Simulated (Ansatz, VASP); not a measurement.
**TaAl2O4 in VASP and in Ansatz**

```
Ta Al O
1.0
     5.28709    0.00000    0.00000
     0.00000    5.28709    0.00000
     0.00000    0.00000    2.69584
Ta Al O
1 2 4
Cartesian
  0.0000 0.0000 0.0000
  0.0000 2.6435 0.0000
  2.6435 0.0000 0.0000
  1.2445 4.0426 1.3479
  1.2445 1.2445 1.3479
  4.0426 4.0426 1.3479
  4.0426 1.2445 1.3479
```

Change from the starting cell: ordered mixture with vacancies on the cation sites of caesium chloride (P4/mmm, No. 123).

Alike in both runs: functional PBE; k mesh 8 × 8 × 14; occupations gaussian, width 0.1 eV; no spin polarisation.

Ansatz relaxed the structure, and its values are those at the end. VASP's run is a single point on that final structure, the one shown.

|  | VASP | Ansatz |
| --- | --- | --- |
| version | VASP 6.6.1 | Ansatz 0.2.0 |
| potentials or method | VASP PAW PBE potentials, release 64 (Ta_pv, Al, O), cutoff 520 eV | scalar-relativistic, plane waves, PAW |
| valence electrons in the cell | 41 | 43 |

```csv
,VASP,Ansatz,Ansatz less VASP
gap on the k mesh at the Fermi level (eV),none,none,-
pressure (GPa),0.3,0.0,-0.31
rms of the force components (eV/Å),0.018,0.000,-0.0183
```

A gap of «none» marks a metal or a gap that the smearing closes. VASP's potentials hold 41 valence electrons a cell and Ansatz's 43, so a difference there can come from the potentials and not from the codes.

Spin-orbit coupling is off throughout.
